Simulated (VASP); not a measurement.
# NiGe3 (Fm-3m) in VASP: single point with r2SCAN

Aim: the single point of NiGe3 with r2SCAN.

All numbers are computed with VASP 6.6.1; they aren't measurements. Logs are shortened: lines on timing, memory, paths and dates and some standing lists are left out, and cuts for length are marked.

**1. The cell of the first run**

Symmetry: Fm-3m, No. 225, cubic system. Conventional cell: a = 6.415 Å, b = 6.415 Å, c = 6.415 Å, α = 90.00°, β = 90.00°, γ = 90.00°. Within 3.7 Å of Ge (site symmetry -43m) lie 10 Ge at 2.78 to 3.21 Å and 4 Ni at 2.78 Å. Within 3.7 Å of Ge (site symmetry m-3m) lie 8 Ge at 2.78 Å and 6 Ni at 3.21 Å. Within 3.7 Å of Ni (site symmetry m-3m) lie 14 Ge at 2.78 to 3.21 Å.

**2. Single point, r2SCAN, collinear spin, ferromagnetic start**

POSCAR

```
NiGe3
1.0
    0.0000000000      3.2075084407      3.2075084407
    3.2075084407      0.0000000000      3.2075084407
    3.2075084407      3.2075084407      0.0000000000
Ge Ni
3 1
Direct
    0.2500000000      0.2500000000      0.2500000000
    0.7500000000      0.7500000000      0.7500000000
    0.5000000000      0.5000000000      0.5000000000
    0.0000000000      0.0000000000      0.0000000000
```

INCAR.step1

```
SYSTEM = NiGe3
PREC = Accurate
ENCUT = 520
ISMEAR = 0
SIGMA = 0.1
LREAL = .FALSE.
LASPH = .TRUE.
NELM = 150
ISPIN = 2
MAGMOM = 0 0 0 2.5
LMAXMIX = 4
NBANDS = 38
GGA = PE
ALGO = Normal
EDIFF = 1E-4
LWAVE = .TRUE.
LCHARG = .FALSE.
```

INCAR.step2

```
SYSTEM = NiGe3
PREC = Accurate
ENCUT = 520
EDIFF = 1E-7
ISMEAR = 0
SIGMA = 0.1
LREAL = .FALSE.
LASPH = .TRUE.
NELM = 150
ALGO = Normal
ISIF = 2
LWAVE = .FALSE.
LCHARG = .FALSE.
ISPIN = 2
MAGMOM = 0 0 0 2.5
LORBIT = 11
LMAXMIX = 4
METAGGA = R2SCAN
LMIXTAU = .TRUE.
NBANDS = 38
ISTART = 1
```

KPOINTS

```
regular mesh
0
G
  12 12 12
  0 0 0
```

Potentials or basis: VASP PAW PBE potentials, release 64 (Ge_d, Ni).

Run with:

```console
> cat potpaw_PBE.64/Ge_d/POTCAR potpaw_PBE.64/Ni/POTCAR > POTCAR
> cp INCAR.step1 INCAR
> mpirun -np 1 vasp_std > vasp.out
> cp INCAR.step2 INCAR
> mpirun -np 1 vasp_std > vasp.out
```

OUTCAR:

```text
SYSTEM = NiGe3
   PREC = Accurate
   ENCUT = 520
   EDIFF = 1E-7
   ISMEAR = 0
   LREAL = .FALSE.
   LASPH = .TRUE.
   NELM = 150
   ISIF = 2
   ISPIN = 2
   LORBIT = 11
   METAGGA = R2SCAN
   ISTART = 1

 ion  position               nearest neighbor table
   1  0.250  0.250  0.250-   4 2.78   4 2.78   4 2.78   3 2.78   4 2.78   3 2.78   3 2.78   3 2.78

   2  0.750  0.750  0.750-   3 2.78   3 2.78   3 2.78   3 2.78   4 2.78   4 2.78   4 2.78   4 2.78

   3  0.500  0.500  0.500-   1 2.78   1 2.78   1 2.78   1 2.78   2 2.78   2 2.78   2 2.78   2 2.78

   4  0.000  0.000  0.000-   2 2.78   2 2.78   2 2.78   1 2.78   2 2.78   1 2.78   1 2.78   1 2.78

  LATTYP: Found a face centered cubic cell.
 ALAT       =     6.4150168814

  Lattice vectors:

 A1 = (   0.0000000000,   3.2075084407,   3.2075084407)
 A2 = (   3.2075084407,   0.0000000000,   3.2075084407)
 A3 = (   3.2075084407,   3.2075084407,   0.0000000000)

Analysis of symmetry for initial positions (statically):
=====================================================================
 Subroutine PRICEL returns:
 Original cell was already a primitive cell.

 Routine SETGRP: Setting up the symmetry group for a
 face centered cubic supercell.

 Subroutine GETGRP returns: Found 48 space group operations
 (whereof 48 operations were pure point group operations)
 out of a pool of 48 trial point group operations.

The static configuration has the point symmetry O_h .

Analysis of symmetry for dynamics (positions and initial velocities):
=====================================================================
 Subroutine PRICEL returns:
 Original cell was already a primitive cell.

 Routine SETGRP: Setting up the symmetry group for a
 face centered cubic supercell.

 Subroutine GETGRP returns: Found 48 space group operations
 (whereof 48 operations were pure point group operations)
 out of a pool of 48 trial point group operations.

The dynamic configuration has the point symmetry O_h .

Analysis of structural, dynamic, and magnetic symmetry:
=====================================================================
 Subroutine PRICEL returns:
 Original cell was already a primitive cell.

 Routine SETGRP: Setting up the symmetry group for a
 face centered cubic supercell.

 Subroutine GETGRP returns: Found 48 space group operations
 (whereof 48 operations were pure point group operations)
 out of a pool of 48 trial point group operations.

The overall configuration has the point symmetry O_h .

 Subroutine INISYM returns: Found 48 space group operations
 (whereof 48 operations are pure point group operations),
 and found     1 'primitive' translations

----------------------------------------------------------------------------------------

                                     Primitive cell

  volume of cell :      65.9984

  direct lattice vectors                    reciprocal lattice vectors
     0.000000000  3.207508441  3.207508441    -0.155884235  0.155884235  0.155884235
     3.207508441  0.000000000  3.207508441     0.155884235 -0.155884235  0.155884235
     3.207508441  3.207508441  0.000000000     0.155884235  0.155884235 -0.155884235

  length of vectors
     4.536101938  4.536101938  4.536101938     0.269999415  0.269999415  0.269999415

  position of ions in fractional coordinates (direct lattice)
     0.250000000  0.250000000  0.250000000
     0.750000000  0.750000000  0.750000000
     0.500000000  0.500000000  0.500000000
     0.000000000  0.000000000  0.000000000

  ion indices of the primitive-cell ions
   primitive index   ion index
                 1           1
                 2           2
                 3           3
                 4           4

----------------------------------------------------------------------------------------

 KPOINTS: regular mesh

Automatic generation of k-mesh.
 Grid dimensions read from file:
 generate k-points for:   12   12   12

 Generating k-lattice:

  Cartesian coordinates                     Fractional coordinates (reciprocal lattice)
    -0.012990353  0.012990353  0.012990353     0.083333333  0.000000000  0.000000000
     0.012990353 -0.012990353  0.012990353     0.000000000  0.083333333  0.000000000
     0.012990353  0.012990353 -0.012990353     0.000000000  0.000000000  0.083333333

  Length of vectors
     0.022499951  0.022499951  0.022499951

  Shift w.r.t. Gamma in fractional coordinates (k-lattice)
     0.000000000  0.000000000  0.000000000

 Subroutine IBZKPT returns following result:
 ===========================================

 Found     72 irreducible k-points:

 Following reciprocal coordinates:
            Coordinates               Weight
  0.000000  0.000000  0.000000      1.000000
  0.083333  0.000000  0.000000      8.000000
  0.166667  0.000000  0.000000      8.000000
  0.250000  0.000000  0.000000      8.000000
  0.333333  0.000000  0.000000      8.000000
  0.416667  0.000000  0.000000      8.000000
[... 16 lines left out ...]
  0.500000  0.166667  0.000000     24.000000
 -0.416667  0.166667  0.000000     24.000000
 [... further k-points ...]
   k-points           NKPTS =     72   k-points in BZ     NKDIM =     72   number of bands    NBANDS=     38
   number of dos      NEDOS =    301   number of ions     NIONS =      4
   total plane-waves  NPLWV =  46656
   dimension x,y,z NGX =    36 NGY =   36 NGZ =   36
   dimension x,y,z NGXF=    72 NGYF=   72 NGZF=   72
   ions per type =               3   1
   NGX,Y,Z   is equivalent  to a cutoff of  13.19, 13.19, 13.19 a.u.
   NGXF,Y,Z  is equivalent  to a cutoff of  26.39, 26.39, 26.39 a.u.
 SYSTEM =  NiGe3
   PREC   = accura    normal or accurate (medium, high low for compatibility)
   ISTART =      1    job   : 0-new  1-cont  2-samecut
   ICHARG =      0    charge: 1-file 2-atom 10-const
   ISPIN  =      2    spin polarized calculation?
   LNONCOLLINEAR =      F non collinear calculations
   LSORBIT =      F    spin-orbit coupling
   LASPH  =      T    aspherical Exc in radial PAW
   ENCUT  =  520.0 eV  38.22 Ry    6.18 a.u.   8.43  8.43  8.43*2*pi/ulx,y,z
   NELM   =    150;   NELMIN=  2; NELMDL=  0     # of ELM steps
   EDIFF  = 0.1E-06   stopping-criterion for ELM
   LREAL  =      F    real-space projection
   EDIFFG = 0.1E-05   stopping-criterion for IOM
   NSW    =      0    number of steps for IOM
   IBRION =     -1    ionic relax: 0-MD 1-quasi-New 2-CG
   NFREE  =      0    steps in history (QN), initial steepest desc. (CG)
   ISIF   =      2    stress and relaxation
   ISYM   =      2    0-nonsym 1-usesym 2-fastsym
   POTIM  = 0.5000    time-step for ionic-motion
   TEBEG  =    0.0;   TEEND  =   0.0 temperature during run
   PSTRESS=    0.0 pullay stress
   NELECT =      52.0000    total number of electrons
   NUPDOWN=      -1.0000    fix difference up-down
   EMIN   =  10.00;   EMAX   =-10.00  energy-range for DOS
   EFERMI =   0.00;   METHOD = LEGACY
   ISMEAR =     0;   SIGMA  =   0.10  broadening in eV -4-tet -1-fermi 0-gaus
   EFERMI_NEDOS =   21; number of points for ismear=-14 and -15
   IALGO  =     38    algorithm
   IMIX   =      4    mixing-type and parameters
     AMIX     =   0.40;   BMIX     =  1.00
     AMIX_MAG =   1.60;   BMIX_MAG =  1.00
  volume/ion in A,a.u.               =      16.50       111.34
  Fermi-wavevector in a.u.,A,eV,Ry     =   1.512045  2.857351 31.106742  2.286281
  Thomas-Fermi vector in A             =   2.622022
   LORBIT       =     11    0 simple, 1 ext, 2 COOP (PROOUT), +10 PAW based schemes
   METAGGA = R2SCAN    functional components
   LHFCALC =     F    Hartree Fock is set to
   AEXX    =    0.0000 exact exchange contribution
   IVDW    =     0    specifies the selected vdW correction
   LEPSILON=     F    determine dielectric tensor
   LRPA    =     F    only Hartree local field effects (RPA)
 spin polarized calculation
 Gauss-broadening in eV      SIGMA  =   0.10
  energy-cutoff  :      520.00
  volume of cell :       66.00
 maximum number of plane-waves:      1812
 NGX is ok and might be reduce to    36
   NGX = 17   NGY = 17   NGZ = 17

 number of electron      52.0000042 magnetization       0.0000019

 number of electron      52.0000042 magnetization      -0.0000011

 Free energy of the ion-electron system (eV)
  ---------------------------------------------------
  ext. energy  EPLUGINS =         0.00000000
  ---------------------------------------------------
  free energy    TOTEN  =       -51.59331802 eV

  energy without entropy =      -51.58222852  energy(sigma->0) =      -51.58777327

 E-fermi :   7.4114     XC(G=0): -12.9181

 val. band max:        7.4106823647   @ k =   0.5000   0.1667   0.0000
 cond. band min:       7.4193532189   @ k =   0.4167   0.1667   0.0000
 fundamental gap:      0.0086708542
 Fermi energy:         7.4114246001

 spin component 1

 k-point     1 :       0.0000    0.0000    0.0000
  band No.  band energies     occupation
      1     -18.2357      1.00000
      2     -18.2357      1.00000
      3     -18.2357      1.00000
      4     -18.2192      1.00000
      5     -18.2192      1.00000
      6     -18.0585      1.00000
[... 30 lines left out ...]
     37      21.5500      0.00000
     38      21.5500      0.00000

 k-point     2 :       0.0833    0.0000    0.0000
  band No.  band energies     occupation
      1     -18.2365      1.00000
      2     -18.2364      1.00000
      3     -18.2359      1.00000
      4     -18.2181      1.00000
      5     -18.2181      1.00000
      6     -18.0575      1.00000
[... 30 lines left out ...]
     37      21.2468      0.00000
     38      21.2470      0.00000
[... 859 lines left out ...]
     37      19.5662      0.00000
     38      21.0783      0.00000

 k-point    24 :      -0.4167    0.1667    0.0000
  band No.  band energies     occupation
      1     -18.2471      1.00000
      2     -18.2446      1.00000
      3     -18.2350      1.00000
      4     -18.2036      1.00000
      5     -18.2020      1.00000
      6     -18.0448      1.00000
[... 30 lines left out ...]
     37      20.9834      0.00000
     38      21.4371      0.00000

 [... further k-points ...]

 spin component 2

 k-point     1 :       0.0000    0.0000    0.0000
  band No.  band energies     occupation
      1     -18.2357      1.00000
      2     -18.2357      1.00000
      3     -18.2357      1.00000
      4     -18.2192      1.00000
      5     -18.2192      1.00000
      6     -18.0585      1.00000
[... 30 lines left out ...]
     37      21.5500      0.00000
     38      21.5500      0.00000

 k-point     2 :       0.0833    0.0000    0.0000
  band No.  band energies     occupation
      1     -18.2365      1.00000
      2     -18.2364      1.00000
      3     -18.2359      1.00000
      4     -18.2181      1.00000
      5     -18.2181      1.00000
      6     -18.0575      1.00000
[... 30 lines left out ...]
     37      21.2468      0.00000
     38      21.2470      0.00000
[... 859 lines left out ...]
     37      19.5662      0.00000
     38      21.0783      0.00000

 k-point    24 :      -0.4167    0.1667    0.0000
  band No.  band energies     occupation
      1     -18.2471      1.00000
      2     -18.2446      1.00000
      3     -18.2350      1.00000
      4     -18.2036      1.00000
      5     -18.2020      1.00000
      6     -18.0448      1.00000
[... 30 lines left out ...]
     37      20.9834      0.00000
     38      21.4371      0.00000

 [... further k-points ...]

------------------------ aborting loop because EDIFF is reached ----------------------------------------

  FORCE on cell =-STRESS in cart. coord.  units (eV):
  Direction    XX          YY          ZZ          XY          YZ          ZX
  --------------------------------------------------------------------------------------
  -------------------------------------------------------------------------------------
  Total       -1.2714906     -1.2714906     -1.2714906      0.0000000      0.0000000      0.0000000
  in kB      -30.8667092    -30.8667092    -30.8667092      0.0000000      0.0000000      0.0000000
  external PRESSURE =     -30.8667092 kB  Pullay stress =       0.0000000 kB

 VOLUME and BASIS-vectors are now :
 -----------------------------------------------------------------------------
  energy-cutoff  :      520.00
  volume of cell :       66.00
      direct lattice vectors                 reciprocal lattice vectors
     0.000000000  3.207508441  3.207508441    -0.155884235  0.155884235  0.155884235
     3.207508441  0.000000000  3.207508441     0.155884235 -0.155884235  0.155884235
     3.207508441  3.207508441  0.000000000     0.155884235  0.155884235 -0.155884235

 POSITION                                       TOTAL-FORCE (eV/Angst)
 -----------------------------------------------------------------------------------
      1.60375      1.60375      1.60375         0.000000      0.000000     -0.000000
      4.81126      4.81126      4.81126        -0.000000     -0.000000      0.000000
      3.20751      3.20751      3.20751         0.000000     -0.000000     -0.000000
      0.00000      0.00000      0.00000         0.000000     -0.000000      0.000000
 -----------------------------------------------------------------------------------
    total drift:                                0.000000      0.000000      0.000000

  FREE ENERGIE OF THE ION-ELECTRON SYSTEM (eV)
  ---------------------------------------------------
  free  energy   TOTEN  =       -51.5933180186 eV

  energy  without entropy=      -51.5822285198  energy(sigma->0) =      -51.58777327

 total charge

# of ion       s       p       d       tot
------------------------------------------
    1        1.231   0.961  10.038  12.229
    2        1.231   0.961  10.038  12.229
    3        1.250   0.948  10.049  12.246
    4        0.365   0.282   8.444   9.092
--------------------------------------------------
tot          4.077   3.151  38.568  45.797

 magnetization (x)

# of ion       s       p       d       tot
------------------------------------------
    1        0.000   0.000  -0.000   0.000
    2        0.000   0.000  -0.000   0.000
    3        0.000  -0.000  -0.000  -0.000
    4        0.000   0.000  -0.000   0.000
--------------------------------------------------
tot          0.000   0.000  -0.000   0.000
```

It took 31 min on 1 thread of Oxide Virtual Turin-like, shared host; peak memory 0.41 GiB.

Results:

- Free energy: -51.5933 eV
- Pressure: -3.1 GPa
- Band gap on the k mesh: zero (filled and empty bands overlap)
- Net moment: 0.00 μB per cell
- Valence electrons inside the program's atomic spheres: Ge 12.23, 12.25 (each value once); Ni 9.09

Levels at points of the mesh, in eV from the Fermi level:
Spin up:
```csv
k point,band 22,band 23,band 24,band 25,band 26,band 27,band 28,band 29,band 30,band 31
"(0.00, 0.00, 0.00)",-1.65,-1.65,-1.39,-1.39,-1.39,0.61,0.61,0.61,2.08,2.08
"(0.50, 0.00, 0.00)",-1.62,-1.62,-1.45,-1.45,-0.32,-0.32,-0.15,3.64,4.78,5.80
"(0.50, 0.50, 0.00)",-1.65,-1.65,-1.49,-1.19,-0.74,4.34,4.34,4.44,5.56,5.56
```
Spin down:
| k point | band 22 | band 23 | band 24 | band 25 | band 26 | band 27 | band 28 | band 29 | band 30 | band 31 |
| --- | --- | --- | --- | --- | --- | --- | --- | --- | --- | --- |
| (0.00, 0.00, 0.00) | -1.65 | -1.65 | -1.39 | -1.39 | -1.39 | 0.61 | 0.61 | 0.61 | 2.08 | 2.08 |
| (0.50, 0.00, 0.00) | -1.62 | -1.62 | -1.45 | -1.45 | -0.32 | -0.32 | -0.15 | 3.64 | 4.78 | 5.80 |
| (0.50, 0.50, 0.00) | -1.65 | -1.65 | -1.49 | -1.19 | -0.74 | 4.34 | 4.34 | 4.44 | 5.56 | 5.56 |

Caveat: the cell stands under tension; the moments typed at the start vanished in this run; the PAW data sets were made with another functional, which shifts forces and pressure a little.
